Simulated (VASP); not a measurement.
# InAs (F-43m) in VASP: a series of runs, part 2 of 2

VASP 6.6.1. Earlier steps stand in the parts before.

## 3. Single point, PBEsol

This run uses another cell than the first one: it holds 8 atoms, not 2.

INCAR

```
PREC = Accurate
ENCUT = 520
EDIFF = 1E-6
ISMEAR = 0
SIGMA = 0.15
LREAL = False
LASPH = True
NELM = 100
ALGO = Normal
ISIF = 2
LWAVE = False
LCHARG = False
GGA = PS
NBANDS = 46
```

KPOINTS

```
regular mesh
0
Gamma
  6 6 6
```

POSCAR

```
InAs
1.0
    6.0874659240      0.0000000000      0.0000000000
    0.0000000000     -6.0874659240      0.0000000000
    0.0000000000      0.0000000000     -6.0874659240
In As
4 4
Direct
    0.0000000000      0.0000000000      0.0000000000
    0.5000000000      0.5000000000      0.0000000000
    0.5000000000      0.0000000000      0.5000000000
    0.0000000000      0.5000000000      0.5000000000
    0.7500000000      0.7500000000      0.7500000000
    0.2500000000      0.2500000000      0.7500000000
    0.2500000000      0.7500000000      0.2500000000
    0.7500000000      0.2500000000      0.2500000000
```

Potentials or basis: VASP PAW PBE potentials, release 64 (In_d, As).

Started as:

```console
cat potpaw_PBE.64/In_d/POTCAR potpaw_PBE.64/As/POTCAR > POTCAR
mpirun -np 1 vasp_std > vasp.out
```

OUTCAR:

```text
PREC = Accurate
   ENCUT = 520
   EDIFF = 1E-6
   ISMEAR = 0
   LREAL = False
   LASPH = True
   NELM = 100
   ISIF = 2
   GGA = PS

 ion  position               nearest neighbor table
   1  0.000  0.000  0.000-   5 2.64   6 2.64   7 2.64   8 2.64
   2  0.500  0.500  0.000-   5 2.64   6 2.64   7 2.64   8 2.64
   3  0.500  0.000  0.500-   5 2.64   6 2.64   7 2.64   8 2.64
   4  0.000  0.500  0.500-   5 2.64   6 2.64   7 2.64   8 2.64
[... 1196 lines left out ...]
  -------------------------------------------------------------------------------------
  Total        0.1079342      0.1079342      0.1079342      0.0000000      0.0000000      0.0000000
  in kB        0.7665843      0.7665843      0.7665843      0.0000000      0.0000000      0.0000000
  external PRESSURE =       0.7665843 kB  Pullay stress =       0.0000000 kB

 VOLUME and BASIS-vectors are now :
 -----------------------------------------------------------------------------
  energy-cutoff  :      520.00
  volume of cell :      225.58
      direct lattice vectors                 reciprocal lattice vectors
     6.087465924  0.000000000  0.000000000     0.164271967  0.000000000  0.000000000
     0.000000000 -6.087465924  0.000000000     0.000000000 -0.164271967  0.000000000
     0.000000000  0.000000000 -6.087465924     0.000000000  0.000000000 -0.164271967

 POSITION                                       TOTAL-FORCE (eV/Angst)
 -----------------------------------------------------------------------------------
      0.00000      0.00000      0.00000         0.000000      0.000000      0.000000
      3.04373     -3.04373      0.00000        -0.000000      0.000000      0.000000
      3.04373      0.00000     -3.04373         0.000000     -0.000000      0.000000
      0.00000     -3.04373     -3.04373         0.000000      0.000000     -0.000000
      4.56560     -4.56560     -4.56560        -0.000000     -0.000000     -0.000000
      1.52187     -1.52187     -4.56560        -0.000000     -0.000000      0.000000
      1.52187     -4.56560     -1.52187        -0.000000      0.000000     -0.000000
      4.56560     -1.52187     -1.52187        -0.000000     -0.000000     -0.000000
 -----------------------------------------------------------------------------------
    total drift:                                0.000000     -0.000000      0.000000

  FREE ENERGIE OF THE ION-ELECTRON SYSTEM (eV)
  ---------------------------------------------------
  free  energy   TOTEN  =       -33.9635664129 eV

  energy  without entropy=      -33.9618304947  energy(sigma->0) =      -33.96269845
```

OSZICAR:

```text
N       E                     dE             d eps       ncg     rms          rms(c)
DAV:   1     0.698221954613E+03    0.69822E+03   -0.31589E+04  1840   0.173E+03
DAV:   2     0.603575784602E+02   -0.63786E+03   -0.62054E+03  1846   0.450E+02
DAV:   3    -0.295120930007E+02   -0.89870E+02   -0.87465E+02  2130   0.184E+02
DAV:   4    -0.348966333399E+02   -0.53845E+01   -0.53579E+01  2224   0.439E+01
DAV:   5    -0.351214313829E+02   -0.22480E+00   -0.22475E+00  2712   0.864E+00    0.911E+00
DAV:   6    -0.340742420917E+02    0.10472E+01   -0.19778E+00  2394   0.156E+01    0.467E+00
DAV:   7    -0.339724805735E+02    0.10176E+00   -0.87254E-01  2770   0.475E+00    0.132E+00
DAV:   8    -0.339638442759E+02    0.86363E-02   -0.10685E-01  2576   0.308E+00    0.563E-01
DAV:   9    -0.339629911718E+02    0.85310E-03   -0.11153E-02  2620   0.121E+00    0.293E-01
DAV:  10    -0.339634592517E+02   -0.46808E-03   -0.12458E-03  2048   0.178E-01    0.128E-01
DAV:  11    -0.339635695068E+02   -0.11026E-03   -0.29275E-04  2506   0.148E-01    0.344E-02
DAV:  12    -0.339635659047E+02    0.36021E-05   -0.24128E-05  2340   0.318E-02    0.113E-02
DAV:  13    -0.339635672582E+02   -0.13535E-05   -0.13120E-05  1886   0.138E-02    0.645E-03
DAV:  14    -0.339635664129E+02    0.84528E-06   -0.24424E-06  1472   0.973E-03
   1 F= -.33963566E+02 E0= -.33962698E+02  d E =-.173592E-02
```

Wall time 3.5 min (1 thread of AMD EPYC 7R13, shared host); peak memory 0.42 GiB.

Results:

- Free energy: -33.9636 eV
- Pressure: 0.1 GPa
- Band gap on the k mesh: zero (filled and empty bands touch)

Levels at points of the mesh, in eV from the Fermi level:
```csv
k point,band 32,band 33,band 34,band 35,band 36,band 37,band 38,band 39,band 40,band 41
"(0.00, 0.00, 0.00)",-2.37,-2.37,-0.48,-0.09,-0.09,-0.09,1.38,1.38,1.38,1.89
"(0.50, 0.00, 0.00)",-2.91,-1.49,-1.49,-1.49,-1.49,2.10,2.10,2.57,2.57,4.00
"(0.50, 0.50, 0.00)",-2.88,-1.11,-1.11,-1.11,-1.11,2.40,2.40,2.40,2.40,4.80
"(0.50, 0.50, 0.50)",-1.06,-1.06,-1.06,-1.06,-1.06,0.74,0.74,0.74,0.74,4.52
```

Caveat: the PAW data sets were made with another functional, which shifts forces and pressure a little; spin-orbit coupling is left out, which moves the levels of the heavy elements.

## 4. Single point, PBEsol

This run uses another cell than the first one, of 24.97 Å³/atom, 0.886 times its volume.

INCAR

```
SYSTEM = InAs
PREC = Accurate
ENCUT = 520
EDIFF = 1E-6
ISMEAR = -1
SIGMA = 0.15
LREAL = .False.
LASPH = .True.
NELM = 100
ALGO = Normal
ISIF = 2
LWAVE = .False.
LCHARG = .False.
GGA = PS
NBANDS = 16
```

KPOINTS

```
Automatic mesh
0
Gamma
  12 12 12
  0 0 0
```

POSCAR

```
InAs
1.0
    0.0000000000      2.9229834095      2.9229834095
    2.9229834095      0.0000000000      2.9229834095
    2.9229834095      2.9229834095      0.0000000000
In As
1 1
Direct
    0.0000000000      0.0000000000      0.0000000000
    0.7500000000      0.7500000000      0.7500000000
```

Started as:

```console
cat potpaw_PBE.64/In_d/POTCAR potpaw_PBE.64/As/POTCAR > POTCAR
mpirun -np 1 vasp_std > vasp.out
```

Run time: 97 s. Hardware: 1 thread of AMD EPYC 7R13, shared host; peak memory 0.18 GiB.

Results (log left out):

| Item | Value |
| --- | --- |
| Free energy | -8.3242 eV |
| Pressure | 9.1 GPa |

Levels at points of the mesh, in eV from the Fermi level:
| k point | band 5 | band 6 | band 7 | band 8 | band 9 | band 10 | band 11 | band 12 | band 13 | band 14 |
| --- | --- | --- | --- | --- | --- | --- | --- | --- | --- | --- |
| (0.00, 0.00, 0.00) | -14.86 | -13.05 | -0.45 | -0.45 | -0.45 | -0.21 | 3.44 | 3.44 | 3.44 | 7.25 |
| (0.50, 0.00, 0.00) | -14.85 | -11.22 | -6.83 | -1.61 | -1.61 | 0.65 | 4.21 | 4.21 | 6.34 | 9.03 |
| (0.50, 0.50, 0.00) | -14.83 | -10.56 | -6.80 | -3.16 | -3.16 | 0.81 | 1.51 | 9.32 | 9.49 | 9.49 |

Caveat: the PAW data sets were made with another functional, which shifts forces and pressure a little; spin-orbit coupling is left out, which moves the levels of the heavy elements.

## 5. Relaxation of cell and atoms, PBEsol, target pressure 9 GPa, at which the enthalpy is minimised

This run uses another cell than the first one, of the same volume but with other edges.

INCAR

```
SYSTEM = InAs
PREC = Accurate ; ENCUT = 600
EDIFF = 1E-6 ; ISMEAR = -1
SIGMA = 0.15 ; LREAL = .False.
LASPH = .True. ; NELM = 100
ALGO = Normal ; ISIF = 3
LWAVE = .False. ; LCHARG = .False.
GGA = PS ; IBRION = 2
NSW = 80 ; EDIFFG = -0.001
PSTRESS = 90.0
```

KPOINTS

```
regular mesh
0
Gamma
  12 12 12
  0 0 0
```

POSCAR

```
InAs
1.0
    0.0000000000      3.0437329617      3.0437329617
    3.0437329617      0.0000000000      3.0437329617
    3.0437329617      3.0437329617      0.0000000000
In As
1 1
Direct
    0.0000000000      0.0000000000      0.0000000000
    0.7500000000      0.7500000000      0.7500000000
```

Started as:

```console
cat potpaw_PBE.64/In_d/POTCAR potpaw_PBE.64/As/POTCAR > POTCAR
mpirun -np 1 vasp_std > vasp.out
```

Wall time 7.4 min (1 thread of AMD EPYC 7R13, shared host); peak memory 0.24 GiB.

Results (log left out):

```
Free energy                                            : -8.3304 eV
Relaxed volume                                         : 25.02 Å³/atom
Relaxed cell                                           : a = 4.136 Å, b = 4.136 Å, c = 4.136 Å, α = 60.00°, β = 60.00°, γ = 60.00°
Space group after relaxing (to 0.05 Å)                 : F-43m (No. 216)
Energy change on relaxing (the enthalpy is what falls) : +80.8 meV/atom
Ionic steps                                            : 4
Pressure after relaxing                                : 9.0 GPa
```

Step by step:
| step | energy change (eV) | largest force (eV/Å) | pressure (GPa) | volume (Å³) |
| --- | --- | --- | --- | --- |
| 1 | 0.0000 | 0.0000 | 0.11 | 56.40 |
| 2 | 0.6862 | 0.0000 | 23.03 | 44.57 |
| 3 | 0.1550 | 0.0000 | 8.81 | 50.17 |
| 4 | 0.1617 | 0.0000 | 9.00 | 50.05 |

Final structure:
```
In As
1.0
     0.00000    2.92490    2.92490
     2.92490    0.00000    2.92490
     2.92490    2.92490    0.00000
In As
1 1
Direct
  0.00000 0.00000 0.00000
  0.75000 0.75000 0.75000
```

Levels at points of the mesh, in eV from the Fermi level:
| k point | band 7 | band 8 | band 9 | band 10 | band 11 | band 12 |
| --- | --- | --- | --- | --- | --- | --- |
| (0.00, 0.00, 0.00) | -0.44 | -0.44 | -0.44 | -0.22 | 3.44 | 3.44 |
| (0.50, 0.00, 0.00) | -6.82 | -1.60 | -1.60 | 0.65 | 4.22 | 4.22 |
| (0.50, 0.50, 0.00) | -6.79 | -3.15 | -3.15 | 0.81 | 1.52 | 9.31 |

Caveat: the cell is relaxed towards a set pressure, so the enthalpy falls and the energy may rise; the PAW data sets were made with another functional, which shifts forces and pressure a little; spin-orbit coupling is left out, which moves the levels of the heavy elements.

## 6. Summary

| task | cell | k mesh | cutoff (eV) | smearing | gap on the mesh (eV) | pressure (GPa) |
| --- | --- | --- | --- | --- | --- | --- |
| single point | a = 6.087, b = 7.456, c = 4.304 Å, angles 73.2, 45.0, 114.1°, 2 atoms | 6 × 5 × 25 | 520 | gaussian 0.1 eV | none | 0.1 |
| single point | a = 6.087 Å, 8 atoms | 6 × 6 × 6 | 520 | gaussian 0.15 eV | none | 0.1 |
| single point | a = 4.134 Å, angles 60.0°, 2 atoms | 12 × 12 × 12 | 520 | fermi-dirac 0.15 eV | - | 9.1 |
| relaxation of cell and atoms | relaxed to 9 GPa from a = 4.304 Å, angles 60.0°, 2 atoms | 12 × 12 × 12 | 600 | fermi-dirac 0.15 eV | - | 9.0 |

Alike in all rows: level PBEsol; potentials or basis VASP PAW PBE potentials, release 64 (In_d, As); no spin polarisation.

Caveats: some runs use coarse meshes; the PAW data sets were made with another functional, which shifts forces and pressure a little; spin-orbit coupling is left out, which moves the levels of the heavy elements; the cell is relaxed towards a set pressure, so the enthalpy falls and the energy may rise (some runs).

Absolute energies hang on the potentials; compare differences alone.
